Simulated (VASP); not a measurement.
Set up this calculation in VASP 6.6.1, as the native input.

```
Task                   : single point
Functional             : LDA
Potentials or basis    : VASP PAW LDA potentials, release 64 (Si)
Cutoff                 : 520 eV
k mesh                 : 22 × 22 × 12
Occupations            : fermi-dirac, width 0.05 eV
Spin                   : no spin polarisation
Dipole correction      : no
Further INCAR settings : ALGO = Normal; EDIFF = 1e-07; NBANDS = 11
```

The structure of Si lies in POSCAR:

```
Si
1.0
    2.6482659157      0.0000000000      0.0000000000
   -1.3241329578      2.2934655590      0.0000000000
    0.0000000000      0.0000000000      4.5520053022
Si
2
Direct
    0.3333333333      0.6666666667      0.2500000000
    0.6666666667      0.3333333333      0.7500000000
```

This isn't the form of Si at room conditions, which is diamond.

One way to write it, as run:

INCAR

```
SYSTEM = Si
PREC = Accurate
ENCUT = 520
EDIFF = 1E-7
ISMEAR = -1
SIGMA = 0.05
LREAL = .FALSE.
LASPH = .TRUE.
NELM = 100
ALGO = Normal
ISIF = 2
LWAVE = .FALSE.
LCHARG = .FALSE.
GGA = CA
NBANDS = 11
```

KPOINTS

```
Automatic mesh
0
G
  22 22 12
  0 0 0
```

Potentials or basis: VASP PAW LDA potentials, release 64 (Si).

The run is started by

```bash
$ cat potpaw_LDA.64/Si/POTCAR > POTCAR
$ mpirun -np 1 vasp_std > vasp.out
```

Results of the run:

```json
{
 "Pressure": "0.1 GPa",
 "Band gap on the k mesh": "zero (bands 4 and 5 overlap by 12.71 eV)"
}
```

It took 95 s on 1 thread of AMD EPYC 7R43 64-Core Processor (Zen 3) (shared host), peak memory 0.15 GiB.
